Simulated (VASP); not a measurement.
# NaCuH4 (P4/mmm) in VASP: further runs, part 2 of 3

VASP 6.6.1.

### 3 Single point, PBE

This run uses another cell than the first one, of 8.43 Å³/atom, 1.003 times its volume.

File INCAR:

```
PREC = Accurate
ENCUT = 520
EDIFF = 1E-6
ISMEAR = 0
SIGMA = 0.1
LREAL = F
LASPH = T
NELM = 100
ALGO = Normal
ISIF = 2
LWAVE = F
LCHARG = F
GGA = PE
NBANDS = 20
```

File KPOINTS:

```
regular mesh
0
Gamma
  6 6 4
```

File POSCAR:

```
NaCuH4
1.0
    3.1689092475      0.0000000000      0.0000000000
    0.0000000000      3.1689092475      0.0000000000
    0.0000000000      0.0000000000      5.0388643034
Na Cu H
1 1 4
Direct
    0.0000000000      0.0000000000      0.0000000000
    0.5000000000      0.5000000000      0.5000000000
    0.5000000000      0.0000000000      0.3330480349
    0.0000000000      0.5000000000      0.6669519651
    0.5000000000      0.0000000000      0.6669519651
    0.0000000000      0.5000000000      0.3330480349
```

Potentials or basis: VASP PAW PBE potentials, release 64 (Na_pv, Cu, H).

On the command line:

```sh
$ cat potpaw_PBE.64/Na_pv/POTCAR potpaw_PBE.64/Cu/POTCAR potpaw_PBE.64/H/POTCAR > POTCAR
$ mpirun -np 1 vasp_std > vasp.out
```

It took 12 s on 1 thread of Intel Xeon 6975P-C (Granite Rapids), shared host; peak memory 0.17 GiB.

It converged, with:

| Item | Value |
| --- | --- |
| Free energy | -16.6120 eV |
| Pressure | -0.2 GPa |
| Largest force | 0.034 eV/Å |
| Band gap on the k mesh | zero (band 11 reaches 4.73 eV, above the bottom of band 12 at 2.50 eV) |

Forces in eV/Å, atoms in the order of the input:
```
Na   0.000  0.000  0.000
Cu   0.000  0.000  0.000
H    0.000  0.000 -0.034
H    0.000  0.000  0.034
H    0.000  0.000  0.034
H    0.000  0.000 -0.034
```

Stress tensor (GPa, compression positive):
```
-0.33  0.00  0.00
 0.00 -0.33  0.00
 0.00  0.00  0.20
```

Levels at points of the mesh, in eV from the Fermi level:
```
           k point  band 8  band 9  band 10  band 11  band 12  band 13  band 14  band 15
(0.00, 0.00, 0.00)   -4.14   -4.14    -3.76     0.83     1.32     2.25     6.65     6.65
(0.50, 0.00, 0.00)   -4.11   -3.99    -3.37    -2.73     0.38     3.84     4.52     8.85
(0.50, 0.50, 0.00)   -4.55   -4.07    -3.76    -0.10     0.99     0.99     3.46     4.83
(0.00, 0.00, 0.50)   -4.15   -4.15    -3.76     1.58     1.72     3.88     6.92     6.92
(0.50, 0.00, 0.50)   -4.11   -3.99    -3.56    -3.30    -0.65     6.09     8.37     9.21
(0.50, 0.50, 0.50)   -4.53   -4.01    -3.76     0.38     0.38     0.53     2.33     4.07
```

### 4 Single point, PBE

This run uses another cell than the first one, of 15.53 Å³/atom, 1.848 times its volume.

File INCAR:

```
  ALGO = Normal
  EDIFF = 1E-6
  ENCUT = 520
  GGA = PE
  ISIF = 2
  ISMEAR = 0
  LASPH = T
  LCHARG = T
  LELF = T
  LREAL = F
  LVHAR = T
  LWAVE = F
  NBANDS = 20
  NELM = 80
  PREC = Accurate
  SIGMA = 0.1
```

File KPOINTS:

```
k-points
0
Gamma
  4 4 4
```

File POSCAR:

```
NaCuH4
1.0
    4.0392085900      0.0000000000      0.0000000000
    0.0000000000      4.0392085900      0.0000000000
    0.0000000000      0.0000000000      5.7123035600
Na Cu H
1 1 4
Direct
    0.0000000000      0.0000000000      0.0000000000
    0.5000000000      0.5000000000      0.5000000000
    0.5000000000      0.0000000000      0.2500000000
    0.0000000000      0.5000000000      0.7500000000
    0.5000000000      0.0000000000      0.7500000000
    0.0000000000      0.5000000000      0.2500000000
```

Potentials or basis: VASP PAW PBE potentials, release 64 (Na_pv, Cu, H).

On the command line:

```sh
$ cat potpaw_PBE.64/Na_pv/POTCAR potpaw_PBE.64/Cu/POTCAR potpaw_PBE.64/H/POTCAR > POTCAR
$ mpirun -np 1 vasp_std > vasp.out
```

OUTCAR:

```text
EDIFF = 1E-6
   ENCUT = 520
   GGA = PE
   ISIF = 2
   ISMEAR = 0
   LASPH = T
   LREAL = F
   NELM = 80
   PREC = Accurate

 ion  position               nearest neighbor table
   1  0.000  0.000  0.000-
   2  0.500  0.500  0.500-
   3  0.500  0.000  0.250-
   4  0.000  0.500  0.750-
   5  0.500  0.000  0.750-
   6  0.000  0.500  0.250-

  LATTYP: Found a simple tetragonal cell.
 ALAT       =     4.0392085900
 C/A-ratio  =     1.4142135601

  Lattice vectors:

 A1 = (   4.0392085900,   0.0000000000,   0.0000000000)
 A2 = (   0.0000000000,   4.0392085900,   0.0000000000)
 A3 = (   0.0000000000,   0.0000000000,   5.7123035600)

Analysis of symmetry for initial positions (statically):
=====================================================================
[... 169 lines left out ...]
  free energy    TOTEN  =       -12.93661370 eV

  energy without entropy =      -12.92184841  energy(sigma->0) =      -12.92923105

 E-fermi :  -1.7496     XC(G=0):  -7.3238

 val. band max:       -1.7590232112   @ k =   0.5000   0.2500   0.0000
 cond. band min:      -1.6950898059   @ k =   0.2500   0.2500   0.5000
 fundamental gap:      0.0639334053
 Fermi energy:        -1.7495706376

 k-point     1 :       0.0000    0.0000    0.0000
  band No.  band energies     occupation
      1     -24.3459      2.00000
      2     -24.3459      2.00000
      3     -24.3455      2.00000
      4      -6.4844      2.00000
      5      -3.7557      2.00000
      6      -3.7527      2.00000
[... 403 lines left out ...]
     19       8.7404      0.00000
     20       8.7404      0.00000

------------------------ aborting loop because EDIFF is reached ----------------------------------------

  FORCE on cell =-STRESS in cart. coord.  units (eV):
  Direction    XX          YY          ZZ          XY          YZ          ZX
  --------------------------------------------------------------------------------------
  -------------------------------------------------------------------------------------
  Total       -6.0190937     -6.0190937     -6.3538256      0.0000000     -0.0000000     -0.0000000
  in kB     -103.4755742   -103.4755742   -109.2300252      0.0000000     -0.0000000     -0.0000000
  external PRESSURE =    -105.3937246 kB  Pullay stress =       0.0000000 kB

 VOLUME and BASIS-vectors are now :
 -----------------------------------------------------------------------------
  energy-cutoff  :      520.00
  volume of cell :       93.20
      direct lattice vectors                 reciprocal lattice vectors
     4.039208590  0.000000000  0.000000000     0.247573250  0.000000000  0.000000000
     0.000000000  4.039208590  0.000000000     0.000000000  0.247573250  0.000000000
     0.000000000  0.000000000  5.712303560     0.000000000  0.000000000  0.175060725

 POSITION                                       TOTAL-FORCE (eV/Angst)
 -----------------------------------------------------------------------------------
      0.00000      0.00000      0.00000         0.000000      0.000000      0.000000
      2.01960      2.01960      2.85615         0.000000      0.000000      0.000000
      2.01960      0.00000      1.42808         0.000000     -0.000000      0.680903
      0.00000      2.01960      4.28423         0.000000      0.000000     -0.680903
      2.01960      0.00000      4.28423        -0.000000     -0.000000     -0.680903
      0.00000      2.01960      1.42808        -0.000000      0.000000      0.680903
 -----------------------------------------------------------------------------------
    total drift:                                0.000000      0.000000      0.000000

  FREE ENERGIE OF THE ION-ELECTRON SYSTEM (eV)
  ---------------------------------------------------
  free  energy   TOTEN  =       -12.9366137003 eV

  energy  without entropy=      -12.9218484076  energy(sigma->0) =      -12.92923105
```

OSZICAR:

```text
N       E                     dE             d eps       ncg     rms          rms(c)
DAV:   1     0.130211588727E+03    0.13021E+03   -0.97442E+03   720   0.111E+03
DAV:   2    -0.740388679038E+01   -0.13762E+03   -0.13130E+03   736   0.255E+02
DAV:   3    -0.162951326226E+02   -0.88912E+01   -0.86629E+01   876   0.753E+01
DAV:   4    -0.165409139204E+02   -0.24578E+00   -0.24515E+00   812   0.126E+01
DAV:   5    -0.165475783264E+02   -0.66644E-02   -0.66638E-02   920   0.234E+00    0.172E+01
DAV:   6    -0.230885855316E+02   -0.65410E+01   -0.60863E+01   796   0.140E+02    0.164E+01
DAV:   7    -0.143128878761E+02    0.87757E+01   -0.19825E+01   816   0.466E+01    0.760E+00
DAV:   8    -0.134924585278E+02    0.82043E+00   -0.94439E+00   880   0.486E+01    0.766E+00
DAV:   9    -0.129929201067E+02    0.49954E+00   -0.20558E+00   796   0.296E+01    0.192E+00
DAV:  10    -0.129695026516E+02    0.23417E-01   -0.15893E-01  1032   0.343E+00    0.149E+00
DAV:  11    -0.129361323674E+02    0.33370E-01   -0.50767E-02   864   0.498E+00    0.273E-01
DAV:  12    -0.129365111172E+02   -0.37875E-03   -0.14890E-02  1092   0.130E+00    0.697E-02
DAV:  13    -0.129366331533E+02   -0.12204E-03   -0.73059E-04  1008   0.442E-01    0.423E-02
DAV:  14    -0.129366950057E+02   -0.61852E-04   -0.10996E-04   908   0.150E-01    0.747E-02
DAV:  15    -0.129366122878E+02    0.82718E-04   -0.23795E-04   872   0.353E-01    0.130E-02
DAV:  16    -0.129366135113E+02   -0.12236E-05   -0.14501E-05  1028   0.437E-02    0.600E-03
DAV:  17    -0.129366137003E+02   -0.18893E-06   -0.45447E-07   588   0.504E-03
   1 F= -.12936614E+02 E0= -.12929231E+02  d E =-.147653E-01
```

stdout:

```text
POSCAR found type information on POSCAR NaCuH
 POSCAR found :  3 types and       6 ions
 scaLAPACK will be used
 LDA part: xc-table for (Slater+PW92), standard interpolation
 POSCAR, INCAR and KPOINTS ok, starting setup
 FFT: planning ... GRIDC
 FFT: planning ... GRID_SOFT
 FFT: planning ... GRID
 WAVECAR not read
 entering main loop
```

Wall time 20 s (1 thread of Intel Xeon 6975P-C (Granite Rapids), shared host); peak memory 0.2 GiB.

Results:

- Free energy: -12.9366 eV
- Pressure: -10.5 GPa
- Largest force: 0.681 eV/Å
- Band gap on the k mesh: zero (band 11 reaches -1.16 eV, above the bottom of band 12 at -2.29 eV)

Forces in eV/Å, atoms in the order of the input:
```
Na   0.000  0.000  0.000
Cu   0.000  0.000  0.000
H    0.000  0.000  0.681
H    0.000  0.000 -0.681
H    0.000  0.000 -0.681
H    0.000  0.000  0.681
```

Stress tensor (GPa, compression positive):
```
-10.35   0.00   0.00
  0.00 -10.35   0.00
  0.00   0.00 -10.92
```

Levels at points of the mesh, in eV from the Fermi level:
```csv
k point,band 8,band 9,band 10,band 11,band 12,band 13,band 14,band 15
"(0.00, 0.00, 0.00)",-1.57,-1.57,-1.41,0.57,1.43,2.50,6.30,6.30
"(0.50, 0.00, 0.00)",-1.57,-1.46,-1.28,-0.63,0.39,3.50,5.37,6.88
"(0.50, 0.50, 0.00)",-1.56,-1.56,-1.40,0.59,0.59,0.91,4.31,5.52
"(0.00, 0.00, 0.50)",-1.58,-1.58,-1.41,0.56,1.23,4.96,6.76,6.76
"(0.50, 0.00, 0.50)",-1.57,-1.57,-1.46,-1.21,-0.54,4.46,7.18,7.21
"(0.50, 0.50, 0.50)",-1.40,-1.40,-1.40,-0.22,-0.22,1.20,3.87,5.35
```

Caveat: the k points lie up to 0.39 Å⁻¹ apart.

### 5 Relaxation of cell and atoms, PBE

File INCAR:

```
PREC = Accurate
ENCUT = 600
EDIFF = 1E-7
ISMEAR = 0
SIGMA = 0.1
LREAL = F
LASPH = T
NELM = 80
ALGO = Normal
ISIF = 3
LWAVE = F
LCHARG = F
GGA = PE
IBRION = 2
NSW = 90
EDIFFG = -0.04
```

File KPOINTS:

```
Automatic mesh
0
Gamma
  6 6 4
```

File POSCAR:

```
NaCuH4
1.0
    3.1812371158      0.0000000000      0.0000000000
    0.0000000000      3.1812371158      0.0000000000
    0.0000000000      0.0000000000      4.9838419989
Na Cu H
1 1 4
Direct
    0.0000000000      0.0000000000      0.0000000000
    0.5000000000      0.5000000000      0.5000000000
    0.5000000000      0.0000000000      0.3361888221
    0.0000000000      0.5000000000      0.6638111779
    0.5000000000      0.0000000000      0.6638111779
    0.0000000000      0.5000000000      0.3361888221
```

On the command line:

```sh
$ cat potpaw_PBE.64/Na_pv/POTCAR potpaw_PBE.64/Cu/POTCAR potpaw_PBE.64/H/POTCAR > POTCAR
$ mpirun -np 1 vasp_std > vasp.out
```

Wall time 16 s (1 thread of Intel Xeon 6975P-C (Granite Rapids), shared host); peak memory 0.19 GiB.

Results (log left out):

* Free energy: -16.6096 eV
* Pressure after relaxing: 0.5 GPa
* Largest force after relaxing: 0.036 eV/Å
* Band gap on the k mesh: zero (band 11 reaches 4.68 eV, above the bottom of band 12 at 2.59 eV)

Forces in eV/Å, atoms in the order of the input:
```
Na   0.000  0.000  0.000
Cu   0.000  0.000  0.000
H    0.000  0.000 -0.036
H    0.000  0.000  0.036
H    0.000  0.000  0.036
H    0.000  0.000 -0.036
```

Stress tensor (GPa, compression positive):
```
0.45 0.00 0.00
0.00 0.45 0.00
0.00 0.00 0.74
```

Final structure:
```yaml
crystal:
  lattice:
    - [3.18124, 0.00000, 0.00000]
    - [0.00000, 3.18124, 0.00000]
    - [0.00000, 0.00000, 4.98384]
  atoms:
    - { symbol: Na, position: [0.00000, 0.00000, 0.00000] }
    - { symbol: Cu, position: [0.50000, 0.50000, 0.50000] }
    - { symbol: H, position: [0.50000, 0.00000, 0.33619] }
    - { symbol: H, position: [0.00000, 0.50000, 0.66381] }
    - { symbol: H, position: [0.50000, 0.00000, 0.66381] }
    - { symbol: H, position: [0.00000, 0.50000, 0.33619] }
```

Levels at points of the mesh, in eV from the Fermi level:
| k point | band 9 | band 10 | band 11 | band 12 | band 13 | band 14 |
| --- | --- | --- | --- | --- | --- | --- |
| (0.00, 0.00, 0.00) | -4.17 | -3.77 | 0.92 | 1.24 | 2.33 | 6.51 |
| (0.50, 0.00, 0.00) | -4.00 | -3.40 | -2.61 | 0.48 | 3.88 | 4.56 |
| (0.50, 0.50, 0.00) | -4.10 | -3.78 | -0.21 | 1.08 | 1.08 | 3.39 |
| (0.00, 0.00, 0.50) | -4.17 | -3.77 | 1.49 | 1.77 | 4.06 | 6.78 |
| (0.50, 0.00, 0.50) | -4.00 | -3.49 | -3.32 | -0.60 | 6.18 | 8.49 |
| (0.50, 0.50, 0.50) | -4.03 | -3.78 | 0.43 | 0.43 | 0.44 | 2.30 |

Caveat: the relaxation stopped at its first step, so nothing moved.

(Part 2 of 3 ends here.)
